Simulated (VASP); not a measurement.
# LaSc (Pm-3m) in VASP: further runs, part 2 of 2

VASP 6.6.1. The steps go on from the part before.

## (5) Single point, PBE (volume scaled by 1.03)

The input, INCAR:

```
PREC = Accurate
ENCUT = 520
EDIFF = 1E-6
ISMEAR = 0
SIGMA = 0.1
LREAL = False
LASPH = True
NELM = 60
ALGO = Fast
ISIF = 2
LWAVE = False
LCHARG = False
GGA = PE
NBANDS = 18
```

The input, KPOINTS:

```
regular mesh
0
Gamma
  14 14 14
```

The input, POSCAR:

```
LaSc
1.0
    3.9871337764      0.0000000000      0.0000000000
    0.0000000000      3.9871337764      0.0000000000
    0.0000000000      0.0000000000      3.9871337764
La Sc
1 1
Direct
    0.0000000000      0.0000000000      0.0000000000
    0.5000000000      0.5000000000      0.5000000000
```

Started as:

```console
$ cat potpaw_PBE.64/La/POTCAR potpaw_PBE.64/Sc_sv/POTCAR > POTCAR
$ mpirun -np 1 vasp_std > vasp.out
```

Wall time 2.3 min (1 thread of Intel Xeon 6975P-C (Granite Rapids), shared host); peak memory 0.31 GiB.

It converged, with:

```yaml
Free_energy: -11.0126 eV
Pressure: -1.0 GPa
Band_gap_on_the_k_mesh: zero (band 11 reaches 6.39 eV, above the bottom of band 12 at 5.64 eV)
```

Levels at points of the mesh, in eV from the Fermi level:
```csv
k point,band 8,band 9,band 10,band 11,band 12,band 13,band 14,band 15
"(0.00, 0.00, 0.00)",-16.07,-4.04,-1.47,-1.47,2.10,2.14,2.14,2.15
"(0.50, 0.00, 0.00)",-16.03,-1.72,-1.13,0.00,0.32,1.16,1.76,2.05
"(0.50, 0.50, 0.00)",-15.98,-2.33,-1.20,0.10,0.10,1.30,1.30,2.10
"(0.50, 0.50, 0.50)",-16.43,-0.89,-0.89,-0.89,1.59,2.16,2.16,2.17
```

Caveat: spin-orbit coupling is left out, which moves the levels of the heavy elements.

## (6) Single point, PBE (volume scaled by 1.06)

The input, INCAR:

```
ALGO = Fast
EDIFF = 1E-6
ENCUT = 520
GGA = PE
ISIF = 2
ISMEAR = 0
LASPH = T
LCHARG = F
LREAL = F
LWAVE = F
NBANDS = 18
NELM = 100
PREC = Accurate
SIGMA = 0.1
```

The input, KPOINTS:

```
k-points
0
Gamma
  14 14 14
```

The input, POSCAR:

```
LaSc
1.0
    4.0254739532      0.0000000000      0.0000000000
    0.0000000000      4.0254739532      0.0000000000
    0.0000000000      0.0000000000      4.0254739532
La Sc
1 1
Direct
    0.0000000000      0.0000000000      0.0000000000
    0.5000000000      0.5000000000      0.5000000000
```

Potentials or basis: VASP PAW PBE potentials, release 64 (La, Sc_sv).

Started as:

```console
$ cat potpaw_PBE.64/La/POTCAR potpaw_PBE.64/Sc_sv/POTCAR > POTCAR
$ mpirun -np 1 vasp_std > vasp.out
```

OUTCAR:

```text
EDIFF = 1E-6
   ENCUT = 520
   GGA = PE
   ISIF = 2
   ISMEAR = 0
   LASPH = T
   LREAL = F
   NELM = 100
   PREC = Accurate

 ion  position               nearest neighbor table
   1  0.000  0.000  0.000-   2 3.49   2 3.49   2 3.49   2 3.49   2 3.49   2 3.49   2 3.49   2 3.49

   2  0.500  0.500  0.500-   1 3.49   1 3.49   1 3.49   1 3.49   1 3.49   1 3.49   1 3.49   1 3.49

  LATTYP: Found a simple cubic cell.
 ALAT       =     4.0254739532

  Lattice vectors:

 A1 = (   4.0254739532,   0.0000000000,   0.0000000000)
 A2 = (   0.0000000000,   4.0254739532,   0.0000000000)
 A3 = (   0.0000000000,   0.0000000000,   4.0254739532)

Analysis of symmetry for initial positions (statically):
=====================================================================
 Subroutine PRICEL returns:
 Original cell was already a primitive cell.

 Routine SETGRP: Setting up the symmetry group for a
 simple cubic supercell.

 Subroutine GETGRP returns: Found 48 space group operations
 (whereof 48 operations were pure point group operations)
 out of a pool of 48 trial point group operations.

[... 156 lines left out ...]
 Free energy of the ion-electron system (eV)
  ---------------------------------------------------
  ext. energy  EPLUGINS =         0.00000000
  ---------------------------------------------------
  free energy    TOTEN  =       -10.99627029 eV

  energy without entropy =      -10.98142367  energy(sigma->0) =      -10.98884698

 E-fermi :   5.7549     XC(G=0):  -9.4807

 val. band max:        5.7485064859   @ k =   0.4286   0.2857   0.2143
 cond. band min:       5.7550139125   @ k =   0.5000   0.5000   0.2857
 fundamental gap:      0.0065074267
 Fermi energy:         5.7548752830

 k-point     1 :       0.0000    0.0000    0.0000
  band No.  band energies     occupation
      1     -44.2269      2.00000
      2     -26.8263      2.00000
      3     -22.8320      2.00000
      4     -22.8320      2.00000
      5     -22.8320      2.00000
      6     -10.3800      2.00000
[... 481 lines left out ...]
      5     -22.8288      2.00000
      6     -10.7192      2.00000
[... 10 lines left out ...]
     17       7.7922      0.00000
     18       8.0372      0.00000

 [... further k-points ...]
[... 5 lines left out ...]
  --------------------------------------------------------------------------------------
  -------------------------------------------------------------------------------------
  Total       -0.7856681     -0.7856681     -0.7856681      0.0000000     -0.0000000      0.0000000
  in kB      -19.2973927    -19.2973927    -19.2973927      0.0000000     -0.0000000      0.0000000
  external PRESSURE =     -19.2973927 kB  Pullay stress =       0.0000000 kB

 VOLUME and BASIS-vectors are now :
 -----------------------------------------------------------------------------
  energy-cutoff  :      520.00
  volume of cell :       65.23
      direct lattice vectors                 reciprocal lattice vectors
     4.025473953  0.000000000  0.000000000     0.248417953  0.000000000  0.000000000
     0.000000000  4.025473953  0.000000000     0.000000000  0.248417953  0.000000000
     0.000000000  0.000000000  4.025473953     0.000000000  0.000000000  0.248417953

 POSITION                                       TOTAL-FORCE (eV/Angst)
 -----------------------------------------------------------------------------------
      0.00000      0.00000      0.00000         0.000000      0.000000      0.000000
      2.01274      2.01274      2.01274         0.000000      0.000000      0.000000
 -----------------------------------------------------------------------------------
    total drift:                                0.000000      0.000000      0.000000

  FREE ENERGIE OF THE ION-ELECTRON SYSTEM (eV)
  ---------------------------------------------------
  free  energy   TOTEN  =       -10.9962702879 eV

  energy  without entropy=      -10.9814236692  energy(sigma->0) =      -10.98884698
```

It took 3.2 min on 1 thread of Intel Xeon 6975P-C (Granite Rapids), shared host; peak memory 0.31 GiB.

Results:

| Quantity | Value |
| --- | --- |
| Free energy | -10.9963 eV |
| Pressure | -1.9 GPa |
| Band gap on the k mesh | zero (band 11 reaches 6.13 eV, above the bottom of band 12 at 5.44 eV) |

Caveat: spin-orbit coupling is left out, which moves the levels of the heavy elements.

## (7) Overview

```tsv
task	cell	k mesh	cutoff (eV)	gap on the mesh (eV)	pressure (GPa)
single point	a = 3.701 Å, 2 atoms	6 × 6 × 6	520	none	9.4
single point	a = 3.925 Å, 2 atoms	6 × 6 × 6	520	none	0.4
relaxation of cell and atoms	relaxed from a = 3.701 Å, 2 atoms	6 × 6 × 6	600	none	0.0
single point	a = 3.987 Å, 2 atoms	14 × 14 × 14	520	none	-1.0
single point	a = 4.025 Å, 2 atoms	14 × 14 × 14	520	none	-1.9
```

Alike in all rows: level PBE; potentials or basis VASP PAW PBE potentials, release 64 (La, Sc_sv); no spin polarisation; smearing gaussian 0.1 eV.

Caveats: spin-orbit coupling is left out, which moves the levels of the heavy elements.

Total energies depend on the potentials used, so only differences within one code and one set of settings carry meaning.
